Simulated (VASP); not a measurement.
Wanted: the native input for a VASP 6.6.1 run.

| Property | Result |
| --- | --- |
| Task | relaxation of cell and atoms |
| Functional | PBE |
| Potentials or basis | VASP PAW PBE potentials, release 64 (K_sv, Br) |
| Cutoff | 600 eV |
| k mesh | 6 × 6 × 6 |
| Occupations | gaussian, width 0.02 eV |
| Spin | no spin polarisation |
| Dipole correction | no |
| Further INCAR settings | ALGO = Normal; EDIFF = 1e-06; IBRION = 2; EDIFFG = -0.005; NSW = 100; ISIF = 3 |

The structure of KBr lies in POSCAR:

```
KBr
1.0
    0.0000000000      3.2925000000      3.2925000000
    3.2925000000      0.0000000000      3.2925000000
    3.2925000000      3.2925000000      0.0000000000
K Br
1 1
Direct
    0.0000000000      0.0000000000      0.0000000000
    0.5000000000      0.5000000000      0.5000000000
```

These files were run (other wordings do the same):

INCAR

```
SYSTEM = KBr
PREC = Accurate ; ENCUT = 600
EDIFF = 1E-6 ; ISMEAR = 0
SIGMA = 0.02 ; LREAL = .FALSE.
LASPH = .TRUE. ; NELM = 100
ALGO = Normal ; ISIF = 3
LWAVE = .FALSE. ; LCHARG = .FALSE.
GGA = PE ; IBRION = 2
NSW = 100 ; EDIFFG = -0.005
```

KPOINTS

```
Automatic mesh
0
G
  6 6 6
  0 0 0
```

Potentials or basis: VASP PAW PBE potentials, release 64 (K_sv, Br).

Run with:

```bash
$ cat potpaw_PBE.64/K_sv/POTCAR potpaw_PBE.64/Br/POTCAR > POTCAR
$ mpirun -np 1 vasp_std > vasp.out
```

Results of the run:

```
Relaxed volume                         : 37.77 Å³/atom
Relaxed cell                           : a = 4.745 Å, b = 4.745 Å, c = 4.745 Å, α = 60.00°, β = 60.00°, γ = 60.00°
Space group after relaxing (to 0.05 Å) : Fm-3m (No. 225)
Energy gained by relaxing              : 5.5 meV/atom
Ionic steps                            : 3
Pressure after relaxing                : 0.0 GPa
Band gap on the k mesh                 : 4.30 eV, direct
```

It took 34 s on 1 thread of AMD EPYC 9R45 96-Core Processor (Zen 5), on a shared host, peak memory 0.22 GiB.
